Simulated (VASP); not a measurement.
# PtSe2 (Sudovikovite) (P-3m1) in VASP: further runs

PtSe2 (Sudovikovite) is run at these levels: PBE, PBE+D3(BJ), PBE+D4; tasks: relaxation of cell and atoms.

Everything below comes from runs of VASP 6.6.1. Logs are shortened: lines on timing, memory, paths and dates and some standing lists are left out, and cuts for length are marked.

### 1 The cell of the first run

It takes space group P-3m1 (No. 164, trigonal). Conventional cell: a = 3.724 Å, b = 3.724 Å, c = 5.062 Å, α = 90.00°, β = 90.00°, γ = 120.00°. Pt (site symmetry -3m) has 6 Se at 2.49 Å within 3.3 Å. Se (site symmetry 3m) has 3 Pt at 2.49 Å within 3.3 Å.

### 2 Relaxation of cell and atoms, PBE

INCAR

```
SYSTEM = PtSe2
PREC = Accurate
ENCUT = 600
EDIFF = 1E-6
ISMEAR = -1
SIGMA = 0.1
LREAL = .FALSE.
LASPH = .TRUE.
NELM = 100
ALGO = Normal
ISIF = 3
LWAVE = .FALSE.
LCHARG = .FALSE.
GGA = PE
IBRION = 2
NSW = 60
EDIFFG = -0.01
```

KPOINTS

```
regular mesh
0
G
  10 10 7
  0 0 0
```

POSCAR

```
PtSe2
1.0
    3.7240000000      0.0000000000      0.0000000000
   -1.8620000000      3.2250786000      0.0000000000
    0.0000000000      0.0000000000      5.0620000000
Pt Se
1 2
Direct
    0.0000000000      0.0000000000      0.0000000000
    0.3333333300      0.6666666700      0.2500000000
    0.6666666700      0.3333333300      0.7500000000
```

Potentials or basis: VASP PAW PBE potentials, release 64 (Pt, Se).

The run is started by

```
$ cat potpaw_PBE.64/Pt/POTCAR potpaw_PBE.64/Se/POTCAR > POTCAR
$ mpirun -np 1 vasp_std > vasp.out
```

OUTCAR:

```text
SYSTEM = PtSe2
   PREC = Accurate
   ENCUT = 600
   EDIFF = 1E-6
   ISMEAR = -1
   LREAL = .FALSE.
   LASPH = .TRUE.
   NELM = 100
   ISIF = 3
   GGA = PE
   IBRION = 2
   NSW = 60
   EDIFFG = -0.01

 ion  position               nearest neighbor table
   1  0.000  0.000  0.000-   2 2.49   3 2.49   2 2.49   3 2.49   3 2.49   2 2.49
   2  0.333  0.667  0.250-   1 2.49   1 2.49   1 2.49
   3  0.667  0.333  0.750-   1 2.49   1 2.49   1 2.49

  LATTYP: Found a hexagonal cell.
 ALAT       =     3.7240000000
 C/A-ratio  =     1.3592910849

  Lattice vectors:

 A1 = (   3.7240000000,   0.0000000000,   0.0000000000)
 A2 = (  -1.8620000000,   3.2250786000,   0.0000000000)
 A3 = (   0.0000000000,   0.0000000000,   5.0620000000)

Analysis of symmetry for initial positions (statically):
=====================================================================
 Subroutine PRICEL returns:
 Original cell was already a primitive cell.

 Routine SETGRP: Setting up the symmetry group for a
 hexagonal supercell.

 Subroutine GETGRP returns: Found 12 space group operations
 (whereof 12 operations were pure point group operations)
 out of a pool of 24 trial point group operations.

The static configuration has the point symmetry D_3d.

Analysis of symmetry for dynamics (positions and initial velocities):
=====================================================================
 Subroutine PRICEL returns:
 Original cell was already a primitive cell.

 Routine SETGRP: Setting up the symmetry group for a
 hexagonal supercell.

 Subroutine GETGRP returns: Found 12 space group operations
 (whereof 12 operations were pure point group operations)
 out of a pool of 24 trial point group operations.

The dynamic configuration has the point symmetry D_3d.

 Subroutine INISYM returns: Found 12 space group operations
 (whereof 12 operations are pure point group operations),
 and found     1 'primitive' translations

----------------------------------------------------------------------------------------

                                     Primitive cell

  volume of cell :      60.7956

  direct lattice vectors                    reciprocal lattice vectors
     3.724000000  0.000000000  0.000000000     0.268528464  0.155034981  0.000000000
    -1.862000000  3.225078600  0.000000000     0.000000000  0.310069962  0.000000000
     0.000000000  0.000000000  5.062000000     0.000000000  0.000000000  0.197550375

  length of vectors
[... 83 lines left out ...]
   NELM   =    100;   NELMIN=  2; NELMDL= -5     # of ELM steps
   EDIFF  = 0.1E-05   stopping-criterion for ELM
   LREAL  =      F    real-space projection
   EDIFFG = -.1E-01   stopping-criterion for IOM
   NSW    =     60    number of steps for IOM
   IBRION =      2    ionic relax: 0-MD 1-quasi-New 2-CG
   NFREE  =      1    steps in history (QN), initial steepest desc. (CG)
   ISIF   =      3    stress and relaxation
   ISYM   =      2    0-nonsym 1-usesym 2-fastsym
   POTIM  = 0.5000    time-step for ionic-motion
   TEBEG  =    0.0;   TEEND  =   0.0 temperature during run
   PSTRESS=    0.0 pullay stress
   NELECT =      22.0000    total number of electrons
   NUPDOWN=      -1.0000    fix difference up-down
   EMIN   =  10.00;   EMAX   =-10.00  energy-range for DOS
   EFERMI =   0.00;   METHOD = LEGACY
   ISMEAR =    -1;   SIGMA  =   0.10  broadening in eV -4-tet -1-fermi 0-gaus
   EFERMI_NEDOS =   21; number of points for ismear=-14 and -15
   IALGO  =     38    algorithm
   IMIX   =      4    mixing-type and parameters
     AMIX     =   0.40;   BMIX     =  1.00
     AMIX_MAG =   1.60;   BMIX_MAG =  1.00
  volume/ion in A,a.u.               =      20.27       136.76
  Fermi-wavevector in a.u.,A,eV,Ry     =   1.166608  2.204570 18.517184  1.360975
  Thomas-Fermi vector in A             =   2.303119
   LORBIT       =      0    0 simple, 1 ext, 2 COOP (PROOUT), +10 PAW based schemes
   GGA     = PE    functional components
   LHFCALC =     F    Hartree Fock is set to
   AEXX    =    0.0000 exact exchange contribution
   IVDW    =     0    specifies the selected vdW correction
   LEPSILON=     F    determine dielectric tensor
   LRPA    =     F    only Hartree local field effects (RPA)
 conjugate gradient relaxation of ions
 non-spin polarized calculation
  energy-cutoff  :      600.00
  volume of cell :       60.80
 maximum number of plane-waves:      2053
 NGX is ok and might be reduce to    30
   NGX = 15   NGY = 15   NGZ = 21

--------------------------------------- Ionic step        1  -------------------------------------------

 number of electron      22.0000000 magnetization

 Free energy of the ion-electron system (eV)
  ---------------------------------------------------
  ext. energy  EPLUGINS =         0.00000000
  ---------------------------------------------------
  free energy    TOTEN  =       -14.19709028 eV

  energy without entropy =      -14.17691444  energy(sigma->0) =      -14.18700236

------------------------ aborting loop because EDIFF is reached ----------------------------------------

  FORCE on cell =-STRESS in cart. coord.  units (eV):
  Direction    XX          YY          ZZ          XY          YZ          ZX
  --------------------------------------------------------------------------------------
  -------------------------------------------------------------------------------------
  Total        3.0495717      3.0495716      2.2503378      0.0000000      0.0000000      0.0000000
  in kB       80.3669168     80.3669166     59.3042997      0.0000000      0.0000000      0.0000000
  external PRESSURE =      73.3460444 kB  Pullay stress =       0.0000000 kB
[... 965 lines left out ...]
      4      -0.2080      2.00000
      5       0.2938      2.00000
      6       0.9989      2.00000
      7       1.9906      2.00000
      8       1.9927      2.00000
      9       2.1961      2.00000
     10       2.1962      2.00000
     11       2.6699      2.00000
     12       6.2319      0.00006
     13       7.1046      0.00000
     14       9.3498      0.00000
     15      10.7131      0.00000

 [... further k-points ...]

[... ionic steps 4 to 27 ...]

--------------------------------------- Ionic step       28  -------------------------------------------

 number of electron      22.0000004 magnetization

------------------------ aborting loop because EDIFF is reached ----------------------------------------
[... 69 lines left out ...]
--------------------------------------- Ionic step       30  -------------------------------------------

 number of electron      22.0000004 magnetization

 Free energy of the ion-electron system (eV)
  ---------------------------------------------------
  ext. energy  EPLUGINS =         0.00000000
  ---------------------------------------------------
  free energy    TOTEN  =       -14.29985133 eV

  energy without entropy =      -14.29779989  energy(sigma->0) =      -14.29882561

 E-fermi :   3.8929     XC(G=0):  -9.2122

 val. band max:        3.4762931233   @ k =   0.1000   0.1000   0.0000
 cond. band min:       4.2848384057   @ k =   0.0000   0.3000   0.2857
 fundamental gap:      0.8085452824
 Fermi energy:         3.8929084022
[... 462 lines left out ...]
  FREE ENERGIE OF THE ION-ELECTRON SYSTEM (eV)
  ---------------------------------------------------
  free  energy   TOTEN  =       -14.2998513272 eV

  energy  without entropy=      -14.2977998888  energy(sigma->0) =      -14.29882561

 reached required accuracy - stopping structural energy minimisation
```

CONTCAR:

```text
PtSe2
   1.00000000000000
     3.7544441667175072    0.0000000000000001    0.0000000000000001
    -1.8772220833587536    3.2514440216862606    0.0000000000000002
     0.0000000000000003   -0.0000000000000001    6.2720364082786881
  Pt              Se
     1     2
Direct
     0.0000000000000000    0.0000000000000000    0.0000000000000000
     0.3333333300000021    0.6666666699999979    0.2079730349294998
     0.6666666699999979    0.3333333300000021    0.7920269650705003

  0.00000000E+00  0.00000000E+00  0.00000000E+00
  0.00000000E+00  0.00000000E+00  0.00000000E+00
  0.00000000E+00  0.00000000E+00  0.00000000E+00
```

Run time: 21 min. Hardware: 1 thread of Intel Xeon 6975P-C, shared host; peak memory 0.28 GiB.

What came out:

```yaml
Free_energy: -14.2999 eV
Relaxed_volume: 25.52 Å³/atom
Relaxed_cell: a = 3.754 Å, b = 3.754 Å, c = 6.272 Å, α = 90.00°, β = 90.00°, γ = 120.00°
Space_group_after_relaxing_to_0.05_Å: P-3m1 (No. 164)
Energy_gained_by_relaxing: 34.3 meV/atom
Ionic_steps: 30
Pressure_after_relaxing: 0.0 GPa
Largest_force_after_relaxing: 0.005 eV/Å
Band_gap_on_the_k_mesh: 0.81 eV, indirect (least direct gap 1.06 eV)
```

Forces on the atoms (eV/Å):
```
Pt   0.000  0.000  0.000
Se   0.000  0.000  0.005
Se   0.000  0.000 -0.005
```

The path:
```csv
step,energy change (eV),largest force (eV/Å),pressure (GPa),volume (Å³)
1,0.0000,0.5790,7.33,60.80
2,0.0989,0.9675,-8.17,69.33
3,-0.0740,0.1291,-0.01,63.95
4,-0.0741,0.1165,0.12,63.89
5,-0.0740,0.1043,0.25,63.83
6,-0.0753,0.0855,0.21,64.00
7,-0.0781,0.0309,0.16,64.52
8,-0.0796,0.0780,0.10,65.57
9,-0.0806,0.0668,0.04,65.77
10,-0.0833,0.0327,-0.17,66.38
11,-0.0873,0.0350,-0.52,67.59
12,-0.0916,0.1584,-1.02,69.97
13,-0.0931,0.1394,-0.81,70.07
14,-0.0955,0.0946,-0.27,70.29
15,-0.0957,0.0073,0.84,70.72
16,-0.0964,0.0405,0.31,70.53
17,-0.0967,0.0394,0.33,70.70
18,-0.0976,0.0350,0.34,71.20
19,-0.0990,0.0226,0.40,72.21
20,-0.1004,0.0179,0.63,74.22
21,-0.1015,0.0271,0.24,74.93
22,-0.1019,0.0695,-0.11,75.63
23,-0.1022,0.0590,-0.12,75.79
24,-0.1026,0.0292,-0.09,76.28
25,-0.1024,0.0329,-0.05,77.25
26,-0.1027,0.0048,-0.08,76.64
27,-0.1027,0.0067,-0.08,76.62
28,-0.1028,0.0100,0.06,76.54
29,-0.1028,0.0057,0.02,76.56
30,-0.1028,0.0045,0.01,76.57
```

Final structure:
```
CELL_PARAMETERS angstrom
3.75444 0.00000 0.00000
-1.87722 3.25144 0.00000
0.00000 0.00000 6.27204
ATOMIC_POSITIONS crystal
Pt 0.00000 0.00000 0.00000
Se 0.33333 0.66667 0.20797
Se 0.66667 0.33333 0.79203
```

Levels at points of the mesh, in eV from the valence-band top:
| k point | band 8 | band 9 | band 10 | band 11 | band 12 | band 13 | band 14 | band 15 |
| --- | --- | --- | --- | --- | --- | --- | --- | --- |
| (0.00, 0.00, 0.00) | -1.75 | -0.39 | -0.39 | -0.19 | 2.48 | 2.48 | 4.12 | 5.04 |
| (0.50, 0.00, 0.00) | -2.61 | -2.27 | -2.25 | -2.06 | 1.76 | 2.42 | 4.61 | 5.96 |

Caveat: the volume moved by over 15 % at a fixed basis, so the end points are rough; spin-orbit coupling is left out, which moves the levels of the heavy elements; this functional lacks dispersion, which binds the layers, so the pressure and a relaxed spacing across them are unreliable; the volume moved by +26 % from the deposited cell, more than functionals usually miss. PBE usually gives volumes a little too large and moduli too small.

### 3 Relaxation of cell and atoms, PBE+D3(BJ)

INCAR

```
PREC = Accurate
ENCUT = 600
EDIFF = 1E-6
ISMEAR = -1
SIGMA = 0.1
LREAL = F
LASPH = T
NELM = 80
ALGO = Normal
ISIF = 3
LWAVE = F
LCHARG = F
GGA = PE
IVDW = 12
IBRION = 2
NSW = 60
EDIFFG = -0.01
```

KPOINTS

```
Automatic mesh
0
Gamma
  10 10 7
```

POSCAR is that of step 2.

Potentials or basis: VASP PAW PBE potentials, release 64 (Pt, Se).

The run is started by

```
$ cat potpaw_PBE.64/Pt/POTCAR potpaw_PBE.64/Se/POTCAR > POTCAR
$ mpirun -np 1 vasp_std > vasp.out
```

It took 9.9 min on 1 thread of Intel Xeon 6975P-C, shared host; peak memory 0.29 GiB.

The run converged. Its results:

```
Free energy                            : -15.6797 eV
Relaxed volume                         : 19.77 Å³/atom
Relaxed cell                           : a = 3.773 Å, b = 3.773 Å, c = 4.811 Å, α = 90.00°, β = 90.00°, γ = 120.00°
Space group after relaxing (to 0.05 Å) : P-3m1 (No. 164)
Energy gained by relaxing              : 17.2 meV/atom
Ionic steps                            : 15
Pressure after relaxing                : 0.0 GPa
Band gap on the k mesh                 : zero (band 11 reaches 7.52 eV, above the bottom of band 12 at 6.58 eV)
Dispersion energy per atom             : -0.491 eV
```

Step by step:
```csv
step,energy change (eV),largest force (eV/Å),pressure (GPa),volume (Å³)
1,0.0000,0.6061,3.50,60.80
2,0.0316,0.3942,-5.86,64.77
3,-0.0241,0.1768,-0.58,62.31
4,-0.0296,0.1520,-0.52,61.93
5,-0.0427,0.0742,-0.27,60.79
6,-0.0468,0.1246,0.72,58.51
7,-0.0495,0.0216,0.27,59.50
8,-0.0496,0.0344,0.33,59.37
9,-0.0490,0.1451,-1.25,59.69
10,-0.0508,0.0844,-0.38,59.52
11,-0.0507,0.0604,0.49,58.98
12,-0.0516,0.0131,0.04,59.25
13,-0.0517,0.0113,-0.06,59.32
14,-0.0517,0.0114,-0.04,59.32
15,-0.0517,0.0016,0.00,59.31
```

Final structure:
```cif
data_structure
_symmetry_space_group_name_H-M 'P 1'
_symmetry_Int_Tables_number 1
_cell_length_a 3.7730
_cell_length_b 3.7730
_cell_length_c 4.8111
_cell_angle_alpha 90.000
_cell_angle_beta 90.000
_cell_angle_gamma 120.000
_cell_volume 59.31
loop_
_atom_site_label
_atom_site_type_symbol
_atom_site_fract_x
_atom_site_fract_y
_atom_site_fract_z
_atom_site_occupancy
Pt1 Pt 0.00000 0.00000 0.00000 1
Se1 Se 0.33333 0.66667 0.26598 1
Se2 Se 0.66667 0.33333 0.73402 1
```

Levels at points of the mesh, in eV from the Fermi level:
| k point | band 7 | band 8 | band 9 | band 10 | band 11 | band 12 | band 13 | band 14 | band 15 |
| --- | --- | --- | --- | --- | --- | --- | --- | --- | --- |
| (0.00, 0.00, 0.00) | -3.73 | -2.41 | -0.96 | -0.96 | 0.84 | 1.11 | 1.11 | 3.40 | 4.16 |
| (0.50, 0.00, 0.00) | -3.67 | -3.63 | -3.26 | -3.20 | -2.86 | 0.55 | 2.56 | 5.09 | 6.19 |

Caveat: spin-orbit coupling is left out, which moves the levels of the heavy elements; pairwise dispersion overbinds metals, which lowers pressure and volume.

### 4 Relaxation of cell and atoms, PBE+D4

INCAR

```
SYSTEM = PtSe2
PREC = Accurate
ENCUT = 600
EDIFF = 1E-6
ISMEAR = -1
SIGMA = 0.1
LREAL = .FALSE.
LASPH = .TRUE.
NELM = 100
ALGO = Normal
ISIF = 3
LWAVE = .FALSE.
LCHARG = .FALSE.
GGA = PE
IVDW = 13
IBRION = 2
NSW = 60
EDIFFG = -0.01
```

KPOINTS

```
Automatic mesh
0
G
  10 10 7
  0 0 0
```

POSCAR is that of step 3.

The run is started by

```
$ cat potpaw_PBE.64/Pt/POTCAR potpaw_PBE.64/Se/POTCAR > POTCAR
$ mpirun -np 1 vasp_std > vasp.out
```

Run time: 8.9 min. Hardware: 1 thread of Intel Xeon 6975P-C, shared host; peak memory 0.27 GiB.

The run converged. Its results:

* Free energy: -15.7498 eV
* Relaxed volume: 19.79 Å³/atom
* Relaxed cell: a = 3.774 Å, b = 3.774 Å, c = 4.814 Å, α = 90.00°, β = 90.00°, γ = 120.00°
* Space group after relaxing (to 0.05 Å): P-3m1 (No. 164)
* Energy gained by relaxing: 17.5 meV/atom
* Ionic steps: 12
* Pressure after relaxing: 0.0 GPa
* Largest force after relaxing: 0.007 eV/Å
* Band gap on the k mesh: zero (band 11 reaches 7.50 eV, above the bottom of band 12 at 6.56 eV)
* Dispersion energy per atom: -0.514 eV

Forces in eV/Å, atoms in the order of the input:
```
Pt   0.000  0.000  0.000
Se   0.000  0.000 -0.007
Se   0.000  0.000  0.007
```

The path:
| step | energy change (eV) | largest force (eV/Å) | pressure (GPa) | volume (Å³) |
| --- | --- | --- | --- | --- |
| 1 | 0.0000 | 0.6152 | 3.63 | 60.80 |
| 2 | 0.0345 | 0.4110 | -6.02 | 64.92 |
| 3 | -0.0253 | 0.1762 | -0.57 | 62.36 |
| 4 | -0.0253 | 0.1841 | -0.50 | 62.33 |
| 5 | -0.0306 | 0.1609 | -0.43 | 61.96 |
| 6 | -0.0432 | 0.0872 | -0.17 | 60.84 |
| 7 | -0.0482 | 0.1005 | 0.79 | 58.63 |
| 8 | -0.0503 | 0.0122 | 0.39 | 59.50 |
| 9 | -0.0487 | 0.1652 | -1.56 | 59.95 |
| 10 | -0.0515 | 0.0745 | -0.40 | 59.68 |
| 11 | -0.0522 | 0.0365 | 0.20 | 59.19 |
| 12 | -0.0526 | 0.0066 | -0.04 | 59.38 |

Final structure:
```yaml
crystal:
  lattice:
    - [3.77404, 0.00000, 0.00000]
    - [-1.88702, 3.26842, 0.00000]
    - [0.00000, 0.00000, 4.81429]
  atoms:
    - { symbol: Pt, position: [0.00000, 0.00000, 0.00000] }
    - { symbol: Se, position: [0.33333, 0.66667, 0.26609] }
    - { symbol: Se, position: [0.66667, 0.33333, 0.73391] }
```

Levels at points of the mesh, in eV from the Fermi level:
```csv
k point,band 7,band 8,band 9,band 10,band 11,band 12,band 13,band 14,band 15
"(0.00, 0.00, 0.00)",-3.72,-2.41,-0.95,-0.95,0.84,1.11,1.11,3.41,4.15
"(0.50, 0.00, 0.00)",-3.66,-3.63,-3.25,-3.19,-2.85,0.55,2.56,5.09,6.19
```

Caveat: spin-orbit coupling is left out, which moves the levels of the heavy elements; pairwise dispersion overbinds metals, which lowers pressure and volume.

### 5 The runs side by side

| level | gap on the mesh (eV) | pressure (GPa) | relaxed volume (Å³/atom) |
| --- | --- | --- | --- |
| PBE | 0.81 | 0.0 | 25.52 |
| PBE+D3(BJ) | none | 0.0 | 19.77 |
| PBE+D4 | none | 0.0 | 19.79 |

Alike in all rows: task relaxation of cell and atoms; potentials or basis VASP PAW PBE potentials, release 64 (Pt, Se); no spin polarisation; cell relaxed; k mesh 10 × 10 × 7; cutoff (eV) 600; smearing fermi-dirac 0.1 eV.

Caveats: spin-orbit coupling is left out, which moves the levels of the heavy elements; pairwise dispersion overbinds metals, which lowers pressure and volume (some runs); the volume moved by over 15 % at a fixed basis, so the end points are rough (some runs); this functional lacks dispersion, which binds the layers, so the pressure and a relaxed spacing across them are unreliable (some runs); the volume moved by +26 % from the deposited cell, more than functionals usually miss (some runs).

Absolute energies hang on the potentials; compare differences alone.
